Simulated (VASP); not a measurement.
# ZnS (P6_3mc) in VASP: settings compared, part 2 of 2

VASP 6.6.1. The steps go on from the part before.

**3. Single point, PBE exchange alone**

This run uses another cell than the first one, of 19.99 Å³/atom.

The input, INCAR:

```
SYSTEM = ZnS
PREC = Accurate
ENCUT = 520
EDIFF = 1E-6
ISMEAR = -1
SIGMA = 0.05
LREAL = .False.
LASPH = .True.
NELM = 100
ALGO = Normal
ISIF = 2
LWAVE = .False.
LCHARG = .False.
GGA = PE
ALDAC = 0.0
AGGAC = 0.0
NBANDS = 66
```

The input, KPOINTS:

```
Automatic mesh
0
Gamma
  8 8 2
  0 0 0
```

The input, POSCAR:

```
ZnS
1.0
    3.8372457688      0.0000000000      0.0000000000
   -1.9186228844      3.3231523164      0.0000000000
    0.0000000000      0.0000000000     18.8137683755
Zn S
6 6
Direct
    0.3333333333      0.6666666667      0.8333300000
    0.6666666667      0.3333333333      0.3333300000
    0.6666666667      0.3333333333      0.6666700000
    0.3333333333      0.6666666667      0.1666700000
    0.0000000000      0.0000000000      0.5000000000
    0.0000000000      0.0000000000      0.0000000000
    0.3333333333      0.6666666667      0.9583300000
    0.6666666667      0.3333333333      0.4583300000
    0.6666666667      0.3333333333      0.7916700000
    0.3333333333      0.6666666667      0.2916700000
    0.0000000000      0.0000000000      0.6250000000
    0.0000000000      0.0000000000      0.1250000000
```

Potentials or basis: VASP PAW PBE potentials, release 64 (Zn, S).

On the command line:

```
> cat potpaw_PBE.64/Zn/POTCAR potpaw_PBE.64/S/POTCAR > POTCAR
> mpirun -np 1 vasp_std > vasp.out
```

OUTCAR:

```text
SYSTEM = ZnS
   PREC = Accurate
   ENCUT = 520
   EDIFF = 1E-6
   ISMEAR = -1
   LREAL = .False.
   LASPH = .True.
   NELM = 100
   ISIF = 2
   GGA = PE

 ion  position               nearest neighbor table
   1  0.333  0.667  0.833-   9 2.35   9 2.35   9 2.35   7 2.35
   2  0.667  0.333  0.333-  10 2.35  10 2.35  10 2.35   8 2.35
   3  0.667  0.333  0.667-  11 2.35  11 2.35  11 2.35   9 2.35
   4  0.333  0.667  0.167-  12 2.35  12 2.35  12 2.35  10 2.35
   5  0.000  0.000  0.500-   8 2.35   8 2.35   8 2.35  11 2.35
   6  0.000  0.000  0.000-   7 2.35   7 2.35   7 2.35  12 2.35
   7  0.333  0.667  0.958-   6 2.35   6 2.35   6 2.35   1 2.35
   8  0.667  0.333  0.458-   5 2.35   5 2.35   5 2.35   2 2.35
   9  0.667  0.333  0.792-   1 2.35   1 2.35   1 2.35   3 2.35
  10  0.333  0.667  0.292-   2 2.35   2 2.35   2 2.35   4 2.35
  11  0.000  0.000  0.625-   3 2.35   3 2.35   3 2.35   5 2.35
  12  0.000  0.000  0.125-   4 2.35   4 2.35   4 2.35   6 2.35

  LATTYP: Found a hexagonal cell.
 ALAT       =     3.8372457688
 C/A-ratio  =     4.9029354670

  Lattice vectors:

[... 209 lines left out ...]
      6      -8.6955      2.00000
[... 1369 lines left out ...]
     65      10.1569      0.00000
     66      10.1569      0.00000

------------------------ aborting loop because EDIFF is reached ----------------------------------------

  FORCE on cell =-STRESS in cart. coord.  units (eV):
  Direction    XX          YY          ZZ          XY          YZ          ZX
  --------------------------------------------------------------------------------------
  -------------------------------------------------------------------------------------
  Total       15.9857403     15.9857403     16.1999208      0.0000000      0.0000000      0.0000000
  in kB      106.7573239    106.7573239    108.1876824      0.0000000      0.0000000      0.0000000
  external PRESSURE =     107.2341101 kB  Pullay stress =       0.0000000 kB

 VOLUME and BASIS-vectors are now :
 -----------------------------------------------------------------------------
  energy-cutoff  :      520.00
  volume of cell :      239.91
      direct lattice vectors                 reciprocal lattice vectors
     3.837245769  0.000000000  0.000000000     0.260603584  0.150459549  0.000000000
    -1.918622884  3.323152316  0.000000000     0.000000000  0.300919099  0.000000000
     0.000000000  0.000000000 18.813768376     0.000000000  0.000000000  0.053152563

 POSITION                                       TOTAL-FORCE (eV/Angst)
 -----------------------------------------------------------------------------------
     -0.00000      2.21543     15.67808         0.000000     -0.000000      0.002203
      1.91862      1.10772      6.27119         0.000000     -0.000000      0.002203
      1.91862      1.10772     12.54257        -0.000000      0.000000      0.028734
     -0.00000      2.21543      3.13569         0.000000     -0.000000      0.028734
      0.00000      0.00000      9.40688         0.000000     -0.000000     -0.004402
      0.00000      0.00000      0.00000        -0.000000      0.000000     -0.004402
     -0.00000      2.21543     18.02980         0.000000     -0.000000     -0.042812
      1.91862      1.10772      8.62291         0.000000     -0.000000     -0.042812
      1.91862      1.10772     14.89430        -0.000000     -0.000000     -0.006655
     -0.00000      2.21543      5.48741        -0.000000     -0.000000     -0.006655
      0.00000      0.00000     11.75861         0.000000      0.000000      0.022932
      0.00000      0.00000      2.35172         0.000000     -0.000000      0.022932
 -----------------------------------------------------------------------------------
    total drift:                               -0.000001     -0.000001     -0.000721

  FREE ENERGIE OF THE ION-ELECTRON SYSTEM (eV)
  ---------------------------------------------------
  free  energy   TOTEN  =       -26.9738649053 eV

  energy  without entropy=      -26.9738649052  energy(sigma->0) =      -26.97386491
```

Run time: 6.5 min. Hardware: 1 thread of Intel Xeon Platinum 8259CL at 2.50GHz (Skylake/Cascade Lake), shared host; peak memory 0.46 GiB.

What came out:

```yaml
Free_energy: -26.9739 eV
Pressure: 10.7 GPa
Largest_force: 0.043 eV/Å
Band_gap_on_the_k_mesh: 2.11 eV
```

Forces in eV/Å, atoms in the order of the input:
```
Zn   0.000  0.000  0.002
Zn   0.000  0.000  0.002
Zn   0.000  0.000  0.029
Zn   0.000  0.000  0.029
Zn   0.000  0.000 -0.004
Zn   0.000  0.000 -0.004
S    0.000  0.000 -0.043
S    0.000  0.000 -0.043
S    0.000  0.000 -0.007
S    0.000  0.000 -0.007
S    0.000  0.000  0.023
S    0.000  0.000  0.023
```

Stress tensor (GPa, compression positive):
```
10.68  0.00  0.00
 0.00 10.68  0.00
 0.00  0.00 10.82
```

Levels at points of the mesh, in eV from the valence-band top:
```tsv
k point	band 52	band 53	band 54	band 55	band 56	band 57
(0.00, 0.00, 0.00)	-0.02	0.00	0.00	2.11	3.17	3.23
(0.50, 0.00, 0.00)	-1.21	-1.05	-0.85	3.45	3.63	3.72
(0.00, 0.00, 0.50)	-0.07	-0.07	-0.07	2.58	2.58	3.26
(0.50, 0.00, 0.50)	-1.17	-0.95	-0.95	3.43	3.43	3.91
```

Caveat: the cell stands under pressure. A k mesh can miss the band edges.

**4. Single point, RPBE+D3(BJ)**

This run uses another cell than the first one, of 20.38 Å³/atom.

The input, INCAR:

```
SYSTEM = ZnS
PREC = Accurate
ENCUT = 520
EDIFF = 1E-6
ISMEAR = -1
SIGMA = 0.05
LREAL = .False.
LASPH = .True.
NELM = 60
ALGO = Normal
ISIF = 2
LWAVE = .False.
LCHARG = .False.
GGA = RP
IVDW = 12
NBANDS = 66
```

KPOINTS is that of step 3.

POSCAR: that of step 3 with these lines changed.

```diff
@@ -2,5 +2,5 @@
 1.0
-    3.8372457688      0.0000000000      0.0000000000
-   -1.9186228844      3.3231523164      0.0000000000
-    0.0000000000      0.0000000000     18.8137683755
+    3.8621636474      0.0000000000      0.0000000000
+   -1.9310818237      3.3447318322      0.0000000000
+    0.0000000000      0.0000000000     18.9359391258
 Zn S
```

On the command line:

```
> cat potpaw_PBE.64/Zn/POTCAR potpaw_PBE.64/S/POTCAR > POTCAR
> mpirun -np 1 vasp_std > vasp.out
```

It took 9.7 min on 1 thread of Intel Xeon Platinum 8259CL at 2.50GHz (Skylake/Cascade Lake), shared host; peak memory 0.5 GiB.

It converged, with:

```yaml
Free_energy: -50.0510 eV
Pressure: -7.6 GPa
Largest_force: 0.023 eV/Å
Band_gap_on_the_k_mesh: 2.16 eV
Dispersion_energy_per_atom: -1.072 eV
```

Forces in eV/Å, atoms in the order of the input:
```
Zn   0.000  0.000  0.001
Zn   0.000  0.000  0.001
Zn   0.000  0.000 -0.010
Zn   0.000  0.000 -0.010
Zn   0.000  0.000 -0.001
Zn   0.000  0.000 -0.001
S    0.000  0.000 -0.009
S    0.000  0.000 -0.009
S    0.000  0.000 -0.004
S    0.000  0.000 -0.004
S    0.000  0.000  0.023
S    0.000  0.000  0.023
```

Levels at points of the mesh, in eV from the valence-band top:
| k point | band 51 | band 52 | band 53 | band 54 | band 55 | band 56 | band 57 | band 58 |
| --- | --- | --- | --- | --- | --- | --- | --- | --- |
| (0.00, 0.00, 0.00) | -0.22 | -0.02 | 0.00 | 0.00 | 2.16 | 3.21 | 3.29 | 3.34 |
| (0.50, 0.00, 0.00) | -1.18 | -1.17 | -1.01 | -0.82 | 3.51 | 3.71 | 3.78 | 3.99 |
| (0.00, 0.00, 0.50) | -0.06 | -0.06 | -0.06 | -0.06 | 2.62 | 2.62 | 3.32 | 3.32 |
| (0.50, 0.00, 0.50) | -1.13 | -1.13 | -0.92 | -0.92 | 3.50 | 3.50 | 3.97 | 3.97 |

Caveat: the cell stands under tension; the dispersion term is far too large for a dense solid, which distorts pressure and volume; the PAW data sets were made with another functional, which shifts forces and pressure a little.

**5. Overview**

```tsv
level	cell	gap on the mesh (eV)	pressure (GPa)	largest force (eV/Å)
r2SCAN+D3(BJ)	a = 3.734, b = 3.734, c = 18.308 Å, angles 90.0, 90.0, 120.0°, 12 atoms	3.03	4.1	0.05
PBE exchange alone	a = 3.837, b = 3.837, c = 18.814 Å, angles 90.0, 90.0, 120.0°, 12 atoms	2.11	10.7	0.04
RPBE+D3(BJ)	a = 3.862, b = 3.862, c = 18.936 Å, angles 90.0, 90.0, 120.0°, 12 atoms	2.16	-7.6	0.02
```

Alike in all rows: task single point; potentials or basis VASP PAW PBE potentials, release 64 (Zn, S); no spin polarisation; k mesh 8 × 8 × 2; cutoff (eV) 520; smearing fermi-dirac 0.05 eV.

Caveats: the cell stands under pressure (at least some runs); the PAW data sets were made with another functional, which shifts forces and pressure a little (at least some runs); the cell stands under tension (at least some runs); the dispersion term is far too large for a dense solid, which distorts pressure and volume (at least some runs).

Absolute energies hang on the potentials; compare differences alone.
